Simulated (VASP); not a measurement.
# Nb (P6/mmm) in VASP: a series of runs, part 2 of 2

VASP 6.6.1. Earlier steps stand in the parts before.

### Step 3. Relaxation of shape and atoms at fixed volume, PBE

This run uses another cell than the first one, of 12.59 Å³/atom.

INCAR

```
PREC = Accurate
ENCUT = 600
EDIFF = 1E-6
ISMEAR = -1
SIGMA = 0.05
LREAL = F
LASPH = T
NELM = 60
ALGO = Normal
ISIF = 4
LWAVE = F
LCHARG = F
GGA = PE
IBRION = 2
NSW = 50
EDIFFG = -0.005
```

KPOINTS

```
Automatic mesh
0
Gamma
  15 15 14
```

POSCAR

```
Nb
1.0
    2.4811352426      0.0000000000      0.0000000000
   -1.2405676213      2.1487261503      0.0000000000
    0.0000000000      0.0000000000      2.3606444824
Nb
1
Direct
    0.0000000000      0.0000000000      0.0000000000
```

Potentials or basis: VASP PAW PBE potentials, release 64 (Nb_sv).

The run is started by

```
$ cat potpaw_PBE.64/Nb_sv/POTCAR > POTCAR
$ mpirun -np 1 vasp_std > vasp.out
```

Run time: 73 s. Hardware: 1 thread of Intel Xeon 8259CL, shared host; peak memory 0.16 GiB.

It converged, with:

```yaml
Free_energy: -7.4966 eV
Energy_gained_by_relaxing: 0.7 meV/atom
Ionic_steps: 4
Pressure_after_relaxing: 141.4 GPa
Band_gap_on_the_k_mesh: zero (an odd number of electrons rules out a gap without spin polarisation)
```

The path:
```csv
step,energy change (eV),largest force (eV/Å),pressure (GPa),volume (Å³)
1,0.0000,0.0000,141.39,12.59
2,0.0037,0.0000,141.65,12.59
3,-0.0007,0.0000,141.40,12.59
4,-0.0007,0.0000,141.41,12.59
```

Final structure:
```
CELL_PARAMETERS angstrom
2.48542 0.00000 0.00000
-1.24271 2.15243 0.00000
0.00000 0.00000 2.35252
ATOMIC_POSITIONS crystal
Nb 0.00000 0.00000 0.00000
```

Levels at points of the mesh, in eV from the Fermi level:
| k point | band 2 | band 3 | band 4 | band 5 | band 6 | band 7 | band 8 | band 9 | band 10 |
| --- | --- | --- | --- | --- | --- | --- | --- | --- | --- |
| (0.00, 0.00, 0.00) | -29.00 | -28.94 | -28.94 | -6.42 | -5.32 | -0.42 | -0.42 | 8.27 | 8.27 |
| (0.00, 0.00, 0.50) | -33.47 | -28.49 | -28.49 | -2.98 | 0.95 | 0.95 | 1.42 | 2.66 | 2.66 |

### Step 4. Relaxation of shape and atoms at fixed volume, PBE

This run uses another cell than the first one, of 14.52 Å³/atom.

Changes to INCAR since step 3:

```diff
@@ -7,3 +7,3 @@
 LASPH = T
-NELM = 60
+NELM = 100
 ALGO = Normal
```

KPOINTS is that of step 3.

POSCAR

```
Nb
1.0
    2.6023541971      0.0000000000      0.0000000000
   -1.3011770986      2.2537048444      0.0000000000
    0.0000000000      0.0000000000      2.4759767107
Nb
1
Direct
    0.0000000000      0.0000000000      0.0000000000
```

Potentials or basis: VASP PAW PBE potentials, release 64 (Nb_sv).

The run is started by

```
$ cat potpaw_PBE.64/Nb_sv/POTCAR > POTCAR
$ mpirun -np 1 vasp_std > vasp.out
```

OUTCAR:

```text
PREC = Accurate
   ENCUT = 600
   EDIFF = 1E-6
   ISMEAR = -1
   LREAL = F
   LASPH = T
   NELM = 100
   ISIF = 4
   GGA = PE
   IBRION = 2
   NSW = 50
   EDIFFG = -0.005

 ion  position               nearest neighbor table
   1  0.000  0.000  0.000-

  LATTYP: Found a hexagonal cell.
 ALAT       =     2.6023541971
 C/A-ratio  =     0.9514372461

  Lattice vectors:

 A1 = (   2.6023541971,   0.0000000000,   0.0000000000)
 A2 = (  -1.3011770986,   2.2537048444,   0.0000000000)
 A3 = (   0.0000000000,   0.0000000000,   2.4759767107)

Analysis of symmetry for initial positions (statically):
=====================================================================
 Subroutine PRICEL returns:
 Original cell was already a primitive cell.

[... 256 lines left out ...]
  band No.  band energies     occupation
      1     -40.0700      2.00000
      2     -14.4970      2.00000
      3     -14.4313      2.00000
      4     -14.4313      2.00000
      5       8.4595      2.00000
      6      10.4999      2.00000
      7      14.8005      1.93502
      8      14.8005      1.93502
      9      21.9512      0.00000
     10      21.9512      0.00000
[... 287 lines left out ...]
 k-point    24 :       0.4000    0.2000    0.0000
  band No.  band energies     occupation
      1     -39.4200      2.00000
      2     -17.0914      2.00000
      3     -15.8338      2.00000
      4     -14.0953      2.00000
      5      11.6039      2.00000
      6      12.6722      2.00000
      7      15.5755      0.00001
      8      17.4893      0.00000
      9      19.5264      0.00000
     10      23.6401      0.00000

 [... further k-points ...]

------------------------ aborting loop because EDIFF is reached ----------------------------------------

  FORCE on cell =-STRESS in cart. coord.  units (eV):
  Direction    XX          YY          ZZ          XY          YZ          ZX
  --------------------------------------------------------------------------------------
  -------------------------------------------------------------------------------------
  Total        6.4684464      6.4684464      6.4729342     -0.0000000      0.0000000      0.0000000
  in kB      713.6751367    713.6751367    714.1702847     -0.0000000      0.0000000      0.0000000
  external PRESSURE =     713.8401860 kB  Pullay stress =       0.0000000 kB
[... 16 lines left out ...]
  FREE ENERGIE OF THE ION-ELECTRON SYSTEM (eV)
  ---------------------------------------------------
  free  energy   TOTEN  =        -8.7436513670 eV

  energy  without entropy=       -8.7368875606  energy(sigma->0) =       -8.74026946

 reached required accuracy - stopping structural energy minimisation
```

OSZICAR:

```text
N       E                     dE             d eps       ncg     rms          rms(c)
DAV:   1     0.138505043818E+03    0.13851E+03   -0.83487E+03  4320   0.149E+03
DAV:   2    -0.231730431538E+01   -0.14082E+03   -0.13674E+03  4566   0.493E+02
[... 18 lines left out ...]
   2 F= -.87427818E+01 E0= -.87392022E+01  d E =0.640624E-03
       N       E                     dE             d eps       ncg     rms          rms(c)
DAV:   1    -0.874920540690E+01   -0.64234E-02   -0.20979E-01  4456   0.584E+00    0.365E-01
DAV:   2    -0.874482214434E+01    0.43833E-02   -0.74323E-03  5320   0.113E+00    0.172E-01
DAV:   3    -0.874365070714E+01    0.11714E-02   -0.33068E-03  5200   0.619E-01    0.185E-02
DAV:   4    -0.874365224774E+01   -0.15406E-05   -0.78967E-05  5152   0.124E-01    0.927E-03
DAV:   5    -0.874365136696E+01    0.88078E-06   -0.55617E-06  5720   0.260E-02
   3 F= -.87436514E+01 E0= -.87402695E+01  d E =-.228927E-03
```

CONTCAR:

```text
Nb
   1.00000000000000
     2.6053505539413329   -0.0000000000062918    0.0000000000000000
    -1.3026752770261727    2.2562997655610801   -0.0000000000000000
     0.0000000000000000   -0.0000000000000000    2.4702848519961078
  Nb
     1
Direct
     0.0000000000000000    0.0000000000000000    0.0000000000000000

  0.00000000E+00  0.00000000E+00  0.00000000E+00
```

Wall time 69 s (1 thread of Intel Xeon 8259CL, shared host); peak memory 0.17 GiB.

Results:

```
Free energy               : -8.7437 eV
Energy gained by relaxing : 0.2 meV/atom
Ionic steps               : 3
Pressure after relaxing   : 71.4 GPa
Band gap on the k mesh    : zero (an odd number of electrons rules out a gap without spin polarisation)
```

The path:
| step | energy change (eV) | largest force (eV/Å) | pressure (GPa) | volume (Å³) |
| --- | --- | --- | --- | --- |
| 1 | 0.0000 | 0.0000 | 71.44 | 14.52 |
| 2 | 0.0006 | 0.0000 | 71.28 | 14.52 |
| 3 | -0.0002 | 0.0000 | 71.38 | 14.52 |

Final structure:
```
Nb
1.0
     2.60535    0.00000    0.00000
    -1.30268    2.25630    0.00000
     0.00000    0.00000    2.47028
Nb
1
Direct
  0.00000 0.00000 0.00000
```

Levels at points of the mesh, in eV from the Fermi level:
```csv
k point,band 2,band 3,band 4,band 5,band 6,band 7,band 8,band 9,band 10
"(0.00, 0.00, 0.00)",-29.47,-29.40,-29.40,-6.51,-4.47,-0.17,-0.17,6.98,6.98
"(0.00, 0.00, 0.50)",-32.60,-29.10,-29.10,-3.17,0.79,0.95,0.95,2.42,2.42
```

### Step 5. Relaxation of shape and atoms at fixed volume, PBE

This run uses another cell than the first one, of 16.46 Å³/atom.

Changes to INCAR since step 4:

```diff
@@ -2,3 +2,3 @@
 ENCUT = 600
-EDIFF = 1E-6
+EDIFF = 1E-7
 ISMEAR = -1
@@ -7,3 +7,3 @@
 LASPH = T
-NELM = 100
+NELM = 60
 ALGO = Normal
```

KPOINTS

```
regular mesh
0
Gamma
  15 15 14
```

POSCAR

```
Nb
1.0
    2.7132238582      0.0000000000      0.0000000000
   -1.3566119291      2.3497207874      0.0000000000
    0.0000000000      0.0000000000      2.5814622357
Nb
1
Direct
    0.0000000000      0.0000000000      0.0000000000
```

The run is started by

```
$ cat potpaw_PBE.64/Nb_sv/POTCAR > POTCAR
$ mpirun -np 1 vasp_std > vasp.out
```

Wall time 90 s (1 thread of Intel Xeon 8259CL, shared host); peak memory 0.17 GiB.

It converged, with:

| Quantity | Value |
| --- | --- |
| Free energy | -9.3457 eV |
| Energy gained by relaxing | 0.1 meV/atom |
| Ionic steps | 3 |
| Pressure after relaxing | 31.7 GPa |
| Band gap on the k mesh | zero (an odd number of electrons rules out a gap without spin polarisation) |

Final structure:
```
CELL_PARAMETERS angstrom
2.71515 0.00000 0.00000
-1.35757 2.35139 0.00000
0.00000 0.00000 2.57780
ATOMIC_POSITIONS crystal
Nb 0.00000 0.00000 0.00000
```

Levels at points of the mesh, in eV from the Fermi level:
| k point | band 2 | band 3 | band 4 | band 5 | band 6 | band 7 | band 8 | band 9 | band 10 |
| --- | --- | --- | --- | --- | --- | --- | --- | --- | --- |
| (0.00, 0.00, 0.00) | -29.84 | -29.77 | -29.77 | -6.40 | -3.82 | 0.00 | 0.00 | 6.00 | 6.00 |
| (0.00, 0.00, 0.50) | -32.08 | -29.56 | -29.56 | -3.19 | 0.40 | 0.93 | 0.93 | 2.22 | 2.22 |

### Step 6. Overview

```tsv
cell	gap on the mesh (eV)	pressure (GPa)
relaxed from a = 2.347, b = 2.347, c = 2.233 Å, angles 90.0, 90.0, 120.0°, 1 atom	none	268.9
relaxed from a = 2.481, b = 2.481, c = 2.361 Å, angles 90.0, 90.0, 120.0°, 1 atom	none	141.4
relaxed from a = 2.602, b = 2.602, c = 2.476 Å, angles 90.0, 90.0, 120.0°, 1 atom	none	71.4
relaxed from a = 2.713, b = 2.713, c = 2.581 Å, angles 90.0, 90.0, 120.0°, 1 atom	none	31.7
```

Alike in all rows: task relaxation of shape and atoms at fixed volume; level PBE; potentials or basis VASP PAW PBE potentials, release 64 (Nb_sv); no spin polarisation; k mesh 15 × 15 × 14; cutoff (eV) 600; smearing fermi-dirac 0.05 eV.

Total energies depend on the potentials used, so only differences within one code and one set of settings carry meaning.
